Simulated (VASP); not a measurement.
# BaTiO3 (R3m) in VASP: single point with PBEsol

Aim: the single point of BaTiO3 with PBEsol.

Everything below comes from runs of VASP 6.6.1. Logs are shortened: lines on timing, memory, paths and dates and some standing lists are left out, and cuts for length are marked.

### 1 The cell of the first run

It takes space group R3m (No. 160, trigonal). The conventional cell has a = 5.635 Å, b = 5.635 Å, c = 6.925 Å, α = 90.00°, β = 90.00°, γ = 120.00°. Ba (site symmetry 3m) has 12 O at 2.76 to 2.89 Å and 8 Ti at 3.39 to 3.54 Å within 3.6 Å. Ti (site symmetry 3m) has 6 O at 1.88 to 2.12 Å within 2.5 Å. O (site symmetry m) has 2 Ti at 1.88 to 2.12 Å within 2.5 Å.

### 2 Single point, PBEsol

The input, INCAR:

```
  PREC = Accurate
  ENCUT = 520
  EDIFF = 1E-6
  ISMEAR = 0
  SIGMA = 0.02
  LREAL = False
  LASPH = True
  NELM = 80
  ALGO = Normal
  ISIF = 2
  LWAVE = False
  LCHARG = False
  GGA = PS
  NBANDS = 28
```

The input, KPOINTS:

```
Automatic mesh
0
Gamma
  9 9 9
```

The input, POSCAR:

```
BaTiO3
1.0
    2.8172726974      1.6265531502      2.3083267055
   -2.8172726974      1.6265531502      2.3083267055
    0.0000000000     -3.2531063005      2.3083267055
Ba Ti O
1 1 3
Direct
   -0.0023475528     -0.0023475528     -0.0023475528
    0.4866171494      0.4866171494      0.4866171494
    0.5095496334      0.5095496334      0.0158311366
    0.0158311366      0.5095496334      0.5095496334
    0.5095496334      0.0158311366      0.5095496334
```

Potentials or basis: VASP PAW PBE potentials, release 64 (Ba_sv, Ti_sv, O).

Run with:

```console
$ cat potpaw_PBE.64/Ba_sv/POTCAR potpaw_PBE.64/Ti_sv/POTCAR potpaw_PBE.64/O/POTCAR > POTCAR
$ mpirun -np 1 vasp_std > vasp.out
```

OUTCAR:

```text
PREC = Accurate
   ENCUT = 520
   EDIFF = 1E-6
   ISMEAR = 0
   LREAL = False
   LASPH = True
   NELM = 80
   ISIF = 2
   GGA = PS

 ion  position               nearest neighbor table
   1  0.998  0.998  0.998-   3 2.76   4 2.76   5 2.76   3 2.82   3 2.82   4 2.82   5 2.82   5 2.82
                             4 2.82   3 2.89   4 2.89   5 2.89   2 3.39   2 3.43   2 3.43   2 3.43
   2  0.487  0.487  0.487-   4 1.88   5 1.88   3 1.88   5 2.12   4 2.12   3 2.12   1 3.39   1 3.43
                             1 3.43   1 3.43   1 3.48   1 3.48   1 3.48   1 3.54
   3  0.510  0.510  0.016-   2 1.88   2 2.12   1 2.76   1 2.82   1 2.82   1 2.89
   4  0.016  0.510  0.510-   2 1.88   2 2.12   1 2.76   1 2.82   1 2.82   1 2.89
   5  0.510  0.016  0.510-   2 1.88   2 2.12   1 2.76   1 2.82   1 2.82   1 2.89

  LATTYP: Found a trigonal (rhomboedric) cell.
 ALAT       =     3.9888686092
 COS(alpha) =     0.0023267996

  Lattice vectors:

 A1 = (   2.8172726974,   1.6265531502,   2.3083267055)
 A2 = (  -2.8172726974,   1.6265531502,   2.3083267055)
 A3 = (   0.0000000000,  -3.2531063005,   2.3083267055)

Analysis of symmetry for initial positions (statically):
=====================================================================
 Subroutine PRICEL returns:
 Original cell was already a primitive cell.

 Routine SETGRP: Setting up the symmetry group for a
 trigonal (rhombohedral) supercell.

 Subroutine GETGRP returns: Found  6 space group operations
 (whereof  6 operations were pure point group operations)
 out of a pool of 12 trial point group operations.

The static configuration has the point symmetry C_3v.

Analysis of symmetry for dynamics (positions and initial velocities):
=====================================================================
 Subroutine PRICEL returns:
 Original cell was already a primitive cell.

 Routine SETGRP: Setting up the symmetry group for a
 trigonal (rhombohedral) supercell.

 Subroutine GETGRP returns: Found  6 space group operations
 (whereof  6 operations were pure point group operations)
 out of a pool of 12 trial point group operations.

The dynamic configuration has the point symmetry C_3v.

 Subroutine INISYM returns: Found  6 space group operations
 (whereof  6 operations are pure point group operations),
 and found     1 'primitive' translations

----------------------------------------------------------------------------------------

                                     Primitive cell

  volume of cell :      63.4667

  direct lattice vectors                    reciprocal lattice vectors
     2.817272697  1.626553150  2.308326705     0.177476607  0.102466167  0.144404747
    -2.817272697  1.626553150  2.308326705    -0.177476607  0.102466167  0.144404747
     0.000000000 -3.253106300  2.308326705     0.000000000 -0.204932334  0.144404747

  length of vectors
     3.988868609  3.988868609  3.988868609     0.250699008  0.250699008  0.250699008

  position of ions in fractional coordinates (direct lattice)
     0.997652447  0.997652447  0.997652447
     0.486617149  0.486617149  0.486617149
     0.509549633  0.509549633  0.015831137
     0.015831137  0.509549633  0.509549633
     0.509549633  0.015831137  0.509549633

  ion indices of the primitive-cell ions
   primitive index   ion index
                 1           1
                 2           2
                 3           3
                 4           4
                 5           5

----------------------------------------------------------------------------------------

 KPOINTS: Automatic mesh

Automatic generation of k-mesh.
 Grid dimensions read from file:
 generate k-points for:    9    9    9

 Generating k-lattice:

  Cartesian coordinates                     Fractional coordinates (reciprocal lattice)
     0.019719623  0.011385130  0.016044972     0.111111111 -0.000000000  0.000000000
    -0.019719623  0.011385130  0.016044972    -0.000000000  0.111111111  0.000000000
     0.000000000 -0.022770259  0.016044972     0.000000000  0.000000000  0.111111111

  Length of vectors
     0.027855445  0.027855445  0.027855445

  Shift w.r.t. Gamma in fractional coordinates (k-lattice)
     0.000000000  0.000000000  0.000000000

 Subroutine IBZKPT returns following result:
 ===========================================

 Found     85 irreducible k-points:

 Following reciprocal coordinates:
            Coordinates               Weight
  0.000000  0.000000  0.000000      1.000000
  0.111111  0.000000 -0.000000      6.000000
  0.222222  0.000000  0.000000      6.000000
  0.333333  0.000000  0.000000      6.000000
  0.444444  0.000000  0.000000      6.000000
  0.111111  0.111111 -0.000000      6.000000
[... 16 lines left out ...]
 -0.333333  0.333333  0.000000      6.000000
  0.444444  0.444444  0.000000      6.000000
 [... further k-points ...]
   k-points           NKPTS =     85   k-points in BZ     NKDIM =     85   number of bands    NBANDS=     28
   number of dos      NEDOS =    301   number of ions     NIONS =      5
   total plane-waves  NPLWV =  27000
   dimension x,y,z NGX =    30 NGY =   30 NGZ =   30
   dimension x,y,z NGXF=    60 NGYF=   60 NGZF=   60
   ions per type =               1   1   3
   NGX,Y,Z   is equivalent  to a cutoff of  12.50, 12.50, 12.50 a.u.
   NGXF,Y,Z  is equivalent  to a cutoff of  25.01, 25.01, 25.01 a.u.
 SYSTEM =  unknown system
   PREC   = accura    normal or accurate (medium, high low for compatibility)
   ISTART =      0    job   : 0-new  1-cont  2-samecut
   ICHARG =      2    charge: 1-file 2-atom 10-const
   ISPIN  =      1    spin polarized calculation?
   LNONCOLLINEAR =      F non collinear calculations
   LSORBIT =      F    spin-orbit coupling
   LASPH  =      T    aspherical Exc in radial PAW
   ENCUT  =  520.0 eV  38.22 Ry    6.18 a.u.   7.42  7.42  7.42*2*pi/ulx,y,z
   NELM   =     80;   NELMIN=  2; NELMDL= -5     # of ELM steps
   EDIFF  = 0.1E-05   stopping-criterion for ELM
   LREAL  =      F    real-space projection
   EDIFFG = 0.1E-04   stopping-criterion for IOM
   NSW    =      0    number of steps for IOM
   IBRION =     -1    ionic relax: 0-MD 1-quasi-New 2-CG
   NFREE  =      0    steps in history (QN), initial steepest desc. (CG)
   ISIF   =      2    stress and relaxation
   ISYM   =      2    0-nonsym 1-usesym 2-fastsym
   POTIM  = 0.5000    time-step for ionic-motion
   TEBEG  =    0.0;   TEEND  =   0.0 temperature during run
   PSTRESS=    0.0 pullay stress
   NELECT =      40.0000    total number of electrons
   NUPDOWN=      -1.0000    fix difference up-down
   EMIN   =  10.00;   EMAX   =-10.00  energy-range for DOS
   EFERMI =   0.00;   METHOD = LEGACY
   ISMEAR =     0;   SIGMA  =   0.02  broadening in eV -4-tet -1-fermi 0-gaus
   EFERMI_NEDOS =   21; number of points for ismear=-14 and -15
   IALGO  =     38    algorithm
   IMIX   =      4    mixing-type and parameters
     AMIX     =   0.40;   BMIX     =  1.00
     AMIX_MAG =   1.60;   BMIX_MAG =  1.00
  volume/ion in A,a.u.               =      12.69        85.66
  Fermi-wavevector in a.u.,A,eV,Ry     =   1.403609  2.652437 26.805101  1.970119
  Thomas-Fermi vector in A             =   2.526254
   LORBIT       =      0    0 simple, 1 ext, 2 COOP (PROOUT), +10 PAW based schemes
   GGA     = PS    functional components
   LHFCALC =     F    Hartree Fock is set to
   AEXX    =    0.0000 exact exchange contribution
   IVDW    =     0    specifies the selected vdW correction
   LEPSILON=     F    determine dielectric tensor
   LRPA    =     F    only Hartree local field effects (RPA)
 non-spin polarized calculation
 Gauss-broadening in eV      SIGMA  =   0.02
  energy-cutoff  :      520.00
  volume of cell :       63.47
 maximum number of plane-waves:      1743
 NGX is ok and might be reduce to    30
   NGX = 15   NGY = 15   NGZ = 15

 number of electron      39.9999998 magnetization

 Free energy of the ion-electron system (eV)
  ---------------------------------------------------
  ext. energy  EPLUGINS =         0.00000000
  ---------------------------------------------------
  free energy    TOTEN  =       -42.00324681 eV

  energy without entropy =      -42.00324681  energy(sigma->0) =      -42.00324681

 E-fermi :   3.8709     XC(G=0): -11.5579

 val. band max:        3.6846593919   @ k =   0.4444   0.4444   0.4444
 cond. band min:       5.9803598018   @ k =   0.0000   0.0000   0.0000
 fundamental gap:      2.2957004099
 Fermi energy:         3.8709083192

 k-point     1 :       0.0000    0.0000    0.0000
  band No.  band energies     occupation
      1     -52.3239      2.00000
      2     -28.6925      2.00000
      3     -28.6925      2.00000
      4     -28.6867      2.00000
      5     -20.9990      2.00000
      6     -13.0636      2.00000
[... 20 lines left out ...]
     27       8.6773      0.00000
     28      11.0117      0.00000

 k-point     2 :       0.1111    0.0000   -0.0000
  band No.  band energies     occupation
      1     -52.3237      2.00000
      2     -28.6981      2.00000
      3     -28.6922      2.00000
      4     -28.6875      2.00000
      5     -20.9842      2.00000
      6     -13.0714      2.00000
[... 20 lines left out ...]
     27       8.9259      0.00000
     28      11.3154      0.00000

 k-point     3 :       0.2222    0.0000    0.0000
  band No.  band energies     occupation
      1     -52.3234      2.00000
      2     -28.7148      2.00000
      3     -28.6915      2.00000
      4     -28.6873      2.00000
      5     -20.9462      2.00000
      6     -13.1269      2.00000
[... 20 lines left out ...]
     27       9.6034      0.00000
     28      12.1418      0.00000

 k-point     4 :       0.3333    0.0000    0.0000
  band No.  band energies     occupation
      1     -52.3230      2.00000
      2     -28.7341      2.00000
      3     -28.6908      2.00000
      4     -28.6867      2.00000
      5     -20.9022      2.00000
      6     -13.2313      2.00000
[... 578 lines left out ...]
     27      12.0037      0.00000
     28      13.1499      0.00000

 k-point    23 :      -0.3333    0.3333    0.0000
  band No.  band energies     occupation
      1     -52.3222      2.00000
      2     -28.7338      2.00000
      3     -28.7287      2.00000
      4     -28.6869      2.00000
      5     -20.8317      2.00000
      6     -12.9531      2.00000
[... 20 lines left out ...]
     27      12.1286      0.00000
     28      12.4706      0.00000

 k-point    24 :       0.4444    0.4444    0.0000
  band No.  band energies     occupation
      1     -52.3217      2.00000
      2     -28.7445      2.00000
      3     -28.7408      2.00000
      4     -28.6860      2.00000
      5     -20.7924      2.00000
      6     -12.7579      2.00000
[... 20 lines left out ...]
     27      11.8843      0.00000
     28      13.5616      0.00000

 [... further k-points ...]
[... 5 lines left out ...]
  --------------------------------------------------------------------------------------
  -------------------------------------------------------------------------------------
  Total        0.7673594      0.7673594      0.7506938     -0.0000000     -0.0000000     -0.0000000
  in kB       19.3715225     19.3715225     18.9508080     -0.0000000     -0.0000000     -0.0000000
  external PRESSURE =      19.2312843 kB  Pullay stress =       0.0000000 kB

 VOLUME and BASIS-vectors are now :
 -----------------------------------------------------------------------------
  energy-cutoff  :      520.00
  volume of cell :       63.47
      direct lattice vectors                 reciprocal lattice vectors
     2.817272697  1.626553150  2.308326705     0.177476607  0.102466167  0.144404747
    -2.817272697  1.626553150  2.308326705    -0.177476607  0.102466167  0.144404747
     0.000000000 -3.253106300  2.308326705     0.000000000 -0.204932334  0.144404747

 POSITION                                       TOTAL-FORCE (eV/Angst)
 -----------------------------------------------------------------------------------
      0.00000     -0.00000      6.90872        -0.000000     -0.000000      0.037829
      0.00000     -0.00000      3.36981        -0.000000     -0.000000      0.057107
      0.00000      1.60612      2.38896        -0.000000      0.019800     -0.031645
     -1.39094     -0.80306      2.38896        -0.017147     -0.009900     -0.031645
      1.39094     -0.80306      2.38896         0.017147     -0.009900     -0.031645
 -----------------------------------------------------------------------------------
    total drift:                                0.000000     -0.000000     -0.000202

  FREE ENERGIE OF THE ION-ELECTRON SYSTEM (eV)
  ---------------------------------------------------
  free  energy   TOTEN  =       -42.0032468116 eV

  energy  without entropy=      -42.0032468116  energy(sigma->0) =      -42.00324681
```

It used 250 s of CPU time on 1 thread of AMD EPYC 7R13 Processor (Zen 3), with other jobs on the host.

Results:

```
Free energy            : -42.0032 eV
Pressure               : 1.9 GPa
Largest force          : 0.057 eV/Å
Band gap on the k mesh : 2.30 eV, indirect (least direct gap 2.61 eV)
```

Forces in eV/Å, atoms in the order of the input:
```
Ba   0.000  0.000  0.038
Ti   0.000  0.000  0.057
O    0.000  0.020 -0.032
O   -0.017 -0.010 -0.032
O    0.017 -0.010 -0.032
```

Caveat: the PAW data sets were made with another functional, which shifts forces and pressure a little; spin-orbit coupling is left out, which moves the levels of the heavy elements. A k mesh can miss the band edges.
